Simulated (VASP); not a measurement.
# Sn in VASP: notebook

Sn is run at these levels: PBE; tasks: relaxation of cell and atoms, single point.

All numbers are computed with VASP 6.6.1; they aren't measurements. Logs are shortened: lines on timing, memory, paths and dates and some standing lists are left out, and cuts for length are marked.

## Step 1: The cell of the first run

It takes space group I4_1/amd (No. 141, tetragonal). The conventional cell has a = 5.880 Å, b = 5.880 Å, c = 3.199 Å, α = 90.00°, β = 90.00°, γ = 90.00°. Within 4.0 Å of Sn (site symmetry -4m2) lie 10 Sn at 3.05 to 3.79 Å.

## Step 2: Relaxation of cell and atoms, PBE

INCAR reads:

```
SYSTEM = Sn
  PREC = Accurate
  ENCUT = 600
  EDIFF = 1E-6
  ISMEAR = 0
  SIGMA = 0.1
  LREAL = .False.
  LASPH = .True.
  NELM = 80
  ALGO = Fast
  ISIF = 3
  LWAVE = .False.
  LCHARG = .False.
  GGA = PE
  IBRION = 2
  NSW = 100
  EDIFFG = -0.005
```

KPOINTS reads:

```
regular mesh
0
Gamma
  14 14 14
  0 0 0
```

POSCAR reads:

```
Sn
1.0
   -2.9401404553      2.9401404553      1.5993019889
    2.9401404553     -2.9401404553      1.5993019889
    2.9401404553      2.9401404553     -1.5993019889
Sn
2
Direct
    0.7500000000      0.2500000000      0.5000000000
    0.0000000000      0.0000000000      0.0000000000
```

Potentials or basis: VASP PAW PBE potentials, release 64 (Sn_d).

Run with:

```sh
> cat potpaw_PBE.64/Sn_d/POTCAR > POTCAR
> mpirun -np 1 vasp_std > vasp.out
```

OUTCAR:

```text
SYSTEM = Sn
   PREC = Accurate
   ENCUT = 600
   EDIFF = 1E-6
   ISMEAR = 0
   LREAL = .False.
   LASPH = .True.
   NELM = 80
   ISIF = 3
   GGA = PE
   IBRION = 2
   NSW = 100
   EDIFFG = -0.005

 ion  position               nearest neighbor table
   1  0.750  0.250  0.500-   2 3.05   2 3.05   2 3.05   2 3.05
   2  0.000  0.000  0.000-   1 3.05   1 3.05   1 3.05   1 3.05

  LATTYP: Found a body centered tetragonal cell.
 ALAT       =     5.8802809106
 C/A-ratio  =     0.5439542815

  Lattice vectors:

 A1 = (  -2.9401404553,   2.9401404553,   1.5993019889)
 A2 = (   2.9401404553,  -2.9401404553,   1.5993019889)
 A3 = (   2.9401404553,   2.9401404553,  -1.5993019889)

Analysis of symmetry for initial positions (statically):
=====================================================================
 Subroutine PRICEL returns:
 Original cell was already a primitive cell.

 Routine SETGRP: Setting up the symmetry group for a
 body centered tetragonal supercell.

 Subroutine GETGRP returns: Found 16 space group operations
 (whereof  8 operations were pure point group operations)
 out of a pool of 16 trial point group operations.

The static configuration has the point symmetry D_2d.
 The point group associated with its full space group is D_4h.

Analysis of symmetry for dynamics (positions and initial velocities):
=====================================================================
 Subroutine PRICEL returns:
 Original cell was already a primitive cell.

 Routine SETGRP: Setting up the symmetry group for a
 body centered tetragonal supercell.

 Subroutine GETGRP returns: Found 16 space group operations
 (whereof  8 operations were pure point group operations)
 out of a pool of 16 trial point group operations.

The dynamic configuration has the point symmetry D_2d.
 The point group associated with its full space group is D_4h.

 Subroutine INISYM returns: Found 16 space group operations
 (whereof  8 operations are pure point group operations),
 and found     1 'primitive' translations

----------------------------------------------------------------------------------------

                                     Primitive cell

  volume of cell :      55.3002

  direct lattice vectors                    reciprocal lattice vectors
    -2.940140455  2.940140455  1.599301989     0.000000000  0.170059903  0.312636390
     2.940140455 -2.940140455  1.599301989     0.170059903  0.000000000  0.312636390
     2.940140455  2.940140455 -1.599301989     0.170059903  0.170059903  0.000000000

  length of vectors
     4.454954393  4.454954393  4.454954393     0.355895888  0.355895888  0.240501021

  position of ions in fractional coordinates (direct lattice)
     0.750000000  0.250000000  0.500000000
     0.000000000  0.000000000  0.000000000

  ion indices of the primitive-cell ions
   primitive index   ion index
                 1           1
                 2           2

----------------------------------------------------------------------------------------

 KPOINTS: regular mesh

Automatic generation of k-mesh.
 Grid dimensions read from file:
 generate k-points for:   14   14   14

 Generating k-lattice:

  Cartesian coordinates                     Fractional coordinates (reciprocal lattice)
     0.000000000  0.012147136  0.022331171     0.071428571 -0.000000000  0.000000000
     0.012147136  0.000000000  0.022331171    -0.000000000  0.071428571  0.000000000
     0.012147136  0.012147136  0.000000000     0.000000000  0.000000000  0.071428571

  Length of vectors
     0.025421135  0.025421135  0.017178644

  Shift w.r.t. Gamma in fractional coordinates (k-lattice)
     0.000000000  0.000000000  0.000000000

 Subroutine IBZKPT returns following result:
 ===========================================

 Found    244 irreducible k-points:

 Following reciprocal coordinates:
            Coordinates               Weight
  0.000000  0.000000  0.000000      1.000000
  0.071429 -0.000000  0.000000      8.000000
  0.142857 -0.000000  0.000000      8.000000
  0.214286 -0.000000  0.000000      8.000000
  0.285714 -0.000000  0.000000      8.000000
  0.357143 -0.000000  0.000000      8.000000
[... 16 lines left out ...]
  0.214286  0.142857  0.000000     16.000000
  0.285714  0.142857  0.000000     16.000000
 [... further k-points ...]
   k-points           NKPTS =    244   k-points in BZ     NKDIM =    244   number of bands    NBANDS=     18
   number of dos      NEDOS =    301   number of ions     NIONS =      2
   total plane-waves  NPLWV =  46656
   dimension x,y,z NGX =    36 NGY =   36 NGZ =   36
   dimension x,y,z NGXF=    72 NGYF=   72 NGZF=   72
   ions per type =               2
   NGX,Y,Z   is equivalent  to a cutoff of  13.43, 13.43, 13.43 a.u.
   NGXF,Y,Z  is equivalent  to a cutoff of  26.87, 26.87, 26.87 a.u.
 SYSTEM =  Sn
   PREC   = accura    normal or accurate (medium, high low for compatibility)
   ISTART =      0    job   : 0-new  1-cont  2-samecut
   ICHARG =      2    charge: 1-file 2-atom 10-const
   ISPIN  =      1    spin polarized calculation?
   LNONCOLLINEAR =      F non collinear calculations
   LSORBIT =      F    spin-orbit coupling
   LASPH  =      T    aspherical Exc in radial PAW
   ENCUT  =  600.0 eV  44.10 Ry    6.64 a.u.   8.90  8.90  8.90*2*pi/ulx,y,z
   NELM   =     80;   NELMIN=  2; NELMDL= -5     # of ELM steps
   EDIFF  = 0.1E-05   stopping-criterion for ELM
   LREAL  =      F    real-space projection
   EDIFFG = -.5E-02   stopping-criterion for IOM
   NSW    =    100    number of steps for IOM
   IBRION =      2    ionic relax: 0-MD 1-quasi-New 2-CG
   NFREE  =      1    steps in history (QN), initial steepest desc. (CG)
   ISIF   =      3    stress and relaxation
   ISYM   =      2    0-nonsym 1-usesym 2-fastsym
   POTIM  = 0.5000    time-step for ionic-motion
   TEBEG  =    0.0;   TEEND  =   0.0 temperature during run
   PSTRESS=    0.0 pullay stress
   NELECT =      28.0000    total number of electrons
   NUPDOWN=      -1.0000    fix difference up-down
   EMIN   =  10.00;   EMAX   =-10.00  energy-range for DOS
   EFERMI =   0.00;   METHOD = LEGACY
   ISMEAR =     0;   SIGMA  =   0.10  broadening in eV -4-tet -1-fermi 0-gaus
   EFERMI_NEDOS =   21; number of points for ismear=-14 and -15
   IALGO  =     68    algorithm
   IMIX   =      4    mixing-type and parameters
     AMIX     =   0.40;   BMIX     =  1.00
     AMIX_MAG =   1.60;   BMIX_MAG =  1.00
  volume/ion in A,a.u.               =      27.65       186.59
  Fermi-wavevector in a.u.,A,eV,Ry     =   1.304824  2.465760 23.164816  1.702566
  Thomas-Fermi vector in A             =   2.435734
   LORBIT       =      0    0 simple, 1 ext, 2 COOP (PROOUT), +10 PAW based schemes
   GGA     = PE    functional components
   LHFCALC =     F    Hartree Fock is set to
   AEXX    =    0.0000 exact exchange contribution
   IVDW    =     0    specifies the selected vdW correction
   LEPSILON=     F    determine dielectric tensor
   LRPA    =     F    only Hartree local field effects (RPA)
 conjugate gradient relaxation of ions
 non-spin polarized calculation
 RMM-DIIS sequential band-by-band and
 Gauss-broadening in eV      SIGMA  =   0.10
  energy-cutoff  :      600.00
  volume of cell :       55.30
 maximum number of plane-waves:      1878
   NGX = 17   NGY = 17   NGZ = 17

--------------------------------------- Ionic step        1  -------------------------------------------

 number of electron      27.9999989 magnetization

 Free energy of the ion-electron system (eV)
  ---------------------------------------------------
  ext. energy  EPLUGINS =         0.00000000
  ---------------------------------------------------
  free energy    TOTEN  =        -7.60292949 eV

  energy without entropy =       -7.59649950  energy(sigma->0) =       -7.59971450

------------------------ aborting loop because EDIFF is reached ----------------------------------------

  FORCE on cell =-STRESS in cart. coord.  units (eV):
  Direction    XX          YY          ZZ          XY          YZ          ZX
  --------------------------------------------------------------------------------------
  -------------------------------------------------------------------------------------
  Total        0.4498049      0.4498049      0.4920701      0.0000000      0.0000000      0.0000000
  in kB       13.0319119     13.0319119     14.2564361      0.0000000      0.0000000      0.0000000
  external PRESSURE =      13.4400866 kB  Pullay stress =       0.0000000 kB
[... 89 lines left out ...]
  FREE ENERGIE OF THE ION-ELECTRON SYSTEM (eV)
  ---------------------------------------------------
  free  energy   TOTEN  =        -7.6091296597 eV

  energy  without entropy=       -7.6023377165  energy(sigma->0) =       -7.60573369

[... ionic steps 4 to 14 ...]

--------------------------------------- Ionic step       15  -------------------------------------------

 number of electron      27.9999990 magnetization

------------------------ aborting loop because EDIFF is reached ----------------------------------------

  FORCE on cell =-STRESS in cart. coord.  units (eV):
  Direction    XX          YY          ZZ          XY          YZ          ZX
  --------------------------------------------------------------------------------------
  -------------------------------------------------------------------------------------
  Total       -0.0112074     -0.0112074      0.0188951      0.0000000      0.0000000      0.0000000
  in kB       -0.3160226     -0.3160226      0.5327982      0.0000000      0.0000000      0.0000000
  external PRESSURE =      -0.0330823 kB  Pullay stress =       0.0000000 kB
[... 57 lines left out ...]
  energy  without entropy=       -7.6024164658  energy(sigma->0) =       -7.60578900

--------------------------------------- Ionic step       17  -------------------------------------------

 number of electron      27.9999990 magnetization

 Free energy of the ion-electron system (eV)
  ---------------------------------------------------
  ext. energy  EPLUGINS =         0.00000000
  ---------------------------------------------------
  free energy    TOTEN  =        -7.60917533 eV

  energy without entropy =       -7.60252731  energy(sigma->0) =       -7.60585132

 E-fermi :   7.4137     XC(G=0): -10.0914

 val. band max:        7.4082015347   @ k =   0.1429   0.0714   0.0714
 cond. band min:       7.4179309006   @ k =   0.3571   0.2143   0.0000
 fundamental gap:      0.0097293660
 Fermi energy:         7.4136961288

 k-point     1 :       0.0000    0.0000    0.0000
  band No.  band energies     occupation
      1     -14.1765      2.00000
      2     -14.1006      2.00000
      3     -14.0634      2.00000
      4     -14.0508      2.00000
      5     -13.9261      2.00000
      6     -13.9260      2.00000
[... 10 lines left out ...]
     17      13.4402      0.00000
     18      13.9206      0.00000
[... 466 lines left out ...]
      2     -14.0340      2.00000
      3     -14.0088      2.00000
      4     -14.0024      2.00000
      5     -13.9745      2.00000
      6     -13.9686      2.00000
[... 10 lines left out ...]
     17      10.3565      0.00000
     18      11.4609      0.00000

 [... further k-points ...]

------------------------ aborting loop because EDIFF is reached ----------------------------------------

  FORCE on cell =-STRESS in cart. coord.  units (eV):
  Direction    XX          YY          ZZ          XY          YZ          ZX
  --------------------------------------------------------------------------------------
  -------------------------------------------------------------------------------------
  Total        0.0005330      0.0005330      0.0026450      0.0000000      0.0000000      0.0000000
  in kB        0.0150292      0.0150292      0.0745870      0.0000000      0.0000000      0.0000000
  external PRESSURE =       0.0348818 kB  Pullay stress =       0.0000000 kB
[... 17 lines left out ...]
  FREE ENERGIE OF THE ION-ELECTRON SYSTEM (eV)
  ---------------------------------------------------
  free  energy   TOTEN  =        -7.6091753285 eV

  energy  without entropy=       -7.6025273095  energy(sigma->0) =       -7.60585132

 reached required accuracy - stopping structural energy minimisation
```

Run time: 11 min. Hardware: 1 thread of Intel Xeon 6975P-C (Granite Rapids), shared host; peak memory 0.4 GiB.

What came out:

| Property | Result |
| --- | --- |
| Free energy | -7.6092 eV |
| Relaxed volume | 28.41 Å³/atom |
| Relaxed cell | a = 4.491 Å, b = 4.491 Å, c = 4.491 Å, α = 97.46°, β = 97.46°, γ = 137.76° |
| Space group after relaxing (to 0.05 Å) | I4_1/amd (No. 141) |
| Energy gained by relaxing | 3.1 meV/atom |
| Ionic steps | 17 |
| Pressure after relaxing | 0.0 GPa |
| Band gap on the k mesh | zero (band 14 reaches 8.78 eV, above the bottom of band 15 at 5.00 eV) |

Step by step:
| step | energy change (eV) | largest force (eV/Å) | pressure (GPa) | volume (Å³) |
| --- | --- | --- | --- | --- |
| 1 | 0.0000 | 0.0000 | 1.34 | 55.30 |
| 2 | -0.0058 | 0.0000 | -0.44 | 57.18 |
| 3 | -0.0062 | 0.0000 | 0.07 | 56.76 |
| 4 | -0.0062 | 0.0000 | -0.10 | 56.82 |
| 5 | -0.0062 | 0.0000 | 0.06 | 56.68 |
| 6 | -0.0062 | 0.0000 | 0.03 | 56.72 |
| 7 | -0.0062 | 0.0000 | 0.07 | 56.72 |
| 8 | -0.0062 | 0.0000 | -0.02 | 56.77 |
| 9 | -0.0062 | 0.0000 | 0.06 | 56.75 |
| 10 | -0.0062 | 0.0000 | 0.04 | 56.76 |
| 11 | -0.0062 | 0.0000 | 0.06 | 56.76 |
| 12 | -0.0062 | 0.0000 | 0.06 | 56.77 |
| 13 | -0.0062 | 0.0000 | 0.04 | 56.77 |
| 14 | -0.0062 | 0.0000 | -0.03 | 56.82 |
| 15 | -0.0062 | 0.0000 | 0.00 | 56.82 |
| 16 | -0.0062 | 0.0000 | 0.00 | 56.82 |
| 17 | -0.0062 | 0.0000 | 0.00 | 56.82 |

Final structure:
```xyz
2
Lattice="-2.9625 2.9625 1.6184 2.9625 -2.9625 1.6184 2.9625 2.9625 -1.6184" Properties=species:S:1:pos:R:3 pbc="T T T"
Sn    0.0000    2.9625    0.8092
Sn    0.0000    0.0000    0.0000
```

Caveat: spin-orbit coupling is left out, which moves the levels of the heavy elements.

## Step 3: Single point, PBE (atoms moved at random and the cell strained at random)

INCAR reads:

```
SYSTEM = Sn
ALGO = Normal
EDIFF = 1E-7
ENCUT = 520
GGA = PE
ISIF = 2
ISMEAR = 0
LASPH = .TRUE.
LCHARG = .TRUE.
LELF = .TRUE.
LREAL = .FALSE.
LVHAR = .TRUE.
LWAVE = .FALSE.
NBANDS = 21
NELM = 100
PREC = Accurate
SIGMA = 0.1
```

KPOINTS reads:

```
k-points
0
G
  12 12 10
  0 0 0
```

POSCAR reads:

```
Sn
1.0
   -3.0097927093      3.0396008626      1.6747150871
    3.0119677600     -3.0266145304      1.6548397376
    2.9986201756      3.0154419967     -1.6508411466
Sn
2
Direct
    0.7418267215      0.2555012383      0.5038620604
    0.0081732785     -0.0055012383     -0.0038620604
```

Potentials or basis: VASP PAW PBE potentials, release 64 (Sn_d).

Run with:

```sh
> cat potpaw_PBE.64/Sn_d/POTCAR > POTCAR
> mpirun -np 1 vasp_std > vasp.out
```

It took 13 min on 1 thread of Intel Xeon Platinum 8488C (Sapphire Rapids), shared host; peak memory 0.76 GiB.

Results (log left out):

```yaml
Free_energy: -7.5644 eV
Pressure: -2.5 GPa
Largest_force: 0.300 eV/Å
Band_gap_on_the_k_mesh: zero (band 14 reaches 8.02 eV, above the bottom of band 15 at 4.29 eV)
```

Forces in eV/Å, atoms in the order of the input:
```
Sn  -0.268  0.130 -0.032
Sn   0.268 -0.130  0.032
```

Stress tensor (GPa, compression positive):
```
-1.75  0.02  0.52
 0.02 -2.59  0.16
 0.52  0.16 -3.09
```

Levels at points of the mesh, in eV from the Fermi level:
```tsv
k point	band 11	band 12	band 13	band 14	band 15	band 16	band 17	band 18
(0.00, 0.00, 0.00)	-10.38	-3.83	-1.70	-1.62	3.10	5.71	5.86	5.92
(0.50, 0.00, 0.00)	-6.79	-5.32	-2.17	-1.42	-0.95	2.20	2.71	4.30
(0.00, 0.50, 0.00)	-6.69	-5.40	-2.20	-1.51	-1.04	2.34	2.65	4.55
(0.50, 0.50, 0.00)	-8.62	-8.04	0.33	0.97	1.39	1.61	5.30	5.41
(0.00, 0.00, 0.50)	-8.42	-8.24	0.52	0.64	1.52	1.52	5.30	5.37
(0.50, 0.00, 0.50)	-6.92	-4.92	-2.53	-1.47	-0.94	2.19	2.85	4.02
(0.00, 0.50, 0.50)	-6.86	-5.06	-2.38	-1.43	-0.94	2.08	2.69	3.98
(0.50, 0.50, 0.50)	-7.32	-7.20	-4.20	-4.16	4.38	4.50	8.43	8.57
```

Caveat: the cell differs from its parent crystal (atoms moved at random and the cell strained at random); spin-orbit coupling is left out, which moves the levels of the heavy elements.

## Step 4: Single point, PBE (strained and its atoms moved)

INCAR reads:

```
SYSTEM = Sn
PREC = Accurate ; ENCUT = 520
EDIFF = 1E-6 ; ISMEAR = 0
SIGMA = 0.1 ; LREAL = .FALSE.
LASPH = .TRUE. ; NELM = 100
ALGO = Normal ; ISIF = 2
LWAVE = .FALSE. ; LCHARG = .FALSE.
GGA = PE ; NBANDS = 21
```

KPOINTS reads:

```
Automatic mesh
0
G
  14 14 14
  0 0 0
```

POSCAR reads:

```
Sn
1.0
   -2.9783328798      2.9288417597      1.6129058997
    2.9783328798     -2.9323282380      1.6193154059
    2.9783328798      2.9323282380     -1.6193154059
Sn
2
Direct
    0.7402635362      0.2443257645      0.4959377717
    0.0097364638      0.0056742355      0.0040622283
```

Run with:

```sh
> cat potpaw_PBE.64/Sn_d/POTCAR > POTCAR
> mpirun -np 1 vasp_std > vasp.out
```

It took 9.1 min on 1 thread of Intel Xeon Platinum 8488C (Sapphire Rapids), shared host; peak memory 0.74 GiB.

The run converged. Its results:

| Item | Value |
| --- | --- |
| Free energy | -7.6000 eV |
| Pressure | 0.4 GPa |
| Largest force | 0.207 eV/Å |
| Band gap on the k mesh | zero (band 14 reaches 8.91 eV, above the bottom of band 15 at 5.05 eV) |

Forces on the atoms (eV/Å):
```
Sn   0.000  0.196  0.066
Sn   0.000 -0.196 -0.066
```

Stress tensor (GPa, compression positive):
```
-0.70  0.00  0.00
 0.00  1.64  0.39
 0.00  0.39  0.17
```

Levels at points of the mesh, in eV from the Fermi level:
| k point | band 10 | band 11 | band 12 | band 13 | band 14 | band 15 | band 16 | band 17 | band 18 | band 19 |
| --- | --- | --- | --- | --- | --- | --- | --- | --- | --- | --- |
| (0.00, 0.00, 0.00) | -21.15 | -10.84 | -3.69 | -1.95 | -1.74 | 3.05 | 5.81 | 6.37 | 6.54 | 6.63 |
| (0.50, 0.00, 0.00) | -21.22 | -6.74 | -5.46 | -2.26 | -1.68 | -1.03 | 2.24 | 2.84 | 4.71 | 7.26 |
| (0.00, 0.50, 0.00) | -21.19 | -6.91 | -5.21 | -2.30 | -1.50 | -1.15 | 2.35 | 2.67 | 4.48 | 6.98 |
| (0.50, 0.50, 0.00) | -21.26 | -8.76 | -8.57 | 0.53 | 0.69 | 1.57 | 1.59 | 5.78 | 5.83 | 9.27 |
| (0.00, 0.50, 0.50) | -21.22 | -6.88 | -5.26 | -2.38 | -1.65 | -0.95 | 2.14 | 3.05 | 4.45 | 7.26 |
| (0.50, 0.50, 0.50) | -21.32 | -7.56 | -7.29 | -4.57 | -4.56 | 4.74 | 4.96 | 8.89 | 9.28 | 12.21 |

Caveat: the cell differs from its parent crystal (strained and its atoms moved); spin-orbit coupling is left out, which moves the levels of the heavy elements.

## Step 5: The runs side by side

| task | cell | k mesh | cutoff (eV) | gap on the mesh (eV) | pressure (GPa) | largest force (eV/Å) |
| --- | --- | --- | --- | --- | --- | --- |
| relaxation of cell and atoms | relaxed from a = 4.455 Å, angles 97.4, 97.4, 137.9°, 2 atoms | 14 × 14 × 14 | 600 | none | 0.0 | - |
| single point | a = 4.594, b = 4.579, c = 4.562 Å, angles 97.8, 97.2, 137.4°, 2 atoms | 12 × 12 × 10 | 520 | none | -2.5 | 0.30 |
| single point | a = 4.478, b = 4.482, c = 4.482 Å, angles 96.7, 98.3, 137.7°, 2 atoms | 14 × 14 × 14 | 520 | none | 0.4 | 0.21 |

Alike in all rows: level PBE; potentials or basis VASP PAW PBE potentials, release 64 (Sn_d); no spin polarisation; smearing gaussian 0.1 eV.

Caveats: spin-orbit coupling is left out, which moves the levels of the heavy elements.

Absolute energies hang on the potentials; compare differences alone.
